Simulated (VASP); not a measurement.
A run of VASP 6.6.1:

The input INCAR:

```
ALGO     = Normal         # electronic algorithm
EDIFF    = 1E-6           # SCF threshold, eV
ENCUT    = 520            # plane-wave cutoff, eV
GGA      = PE             # functional
ISIF     = 2              # what is computed and relaxed
ISMEAR   = 0              # smearing method
LASPH    = T              # aspherical terms in the spheres
LCHARG   = F              # write CHGCAR
LREAL    = F              # projectors in reciprocal space
LWAVE    = F              # write WAVECAR
NBANDS   = 33             # bands
NELM     = 60             # most SCF steps
PREC     = Accurate       # precision mode
SIGMA    = 0.02           # smearing width, eV
```

KPOINTS

```
k-points
0
Gamma
  6 6 10
```

POSCAR

```
TiO2
1.0
    4.8436337936      0.0000000000      0.0000000000
    0.0000000000      4.8436337936      0.0000000000
    0.0000000000      0.0000000000      2.9961241844
Ti O
2 4
Direct
    0.0000000000      0.0000000000      0.0000000000
    0.5000000000      0.5000000000      0.5000000000
    0.3108633492      0.3108633492      0.0000000000
    0.1891366508      0.8108633492      0.5000000000
    0.6891366508      0.6891366508      0.0000000000
    0.8108633492      0.1891366508      0.5000000000
```

Potentials or basis: VASP PAW PBE potentials, release 64 (Ti_sv, O).

Run with:

```bash
$ cat potpaw_PBE.64/Ti_sv/POTCAR potpaw_PBE.64/O/POTCAR > POTCAR
$ mpirun -np 1 vasp_std > vasp.out
```

Hardware: 1 thread of Intel(R) Xeon(R) 6975P-C (Granite Rapids) (shared host).

Task: Estimate the wall time of this run.

Result: Wall time 56 s on 1 thread of Intel(R) Xeon(R) 6975P-C (Granite Rapids), on a shared host, peak memory 0.24 GiB. Counts: scf iterations 18, k points 60.
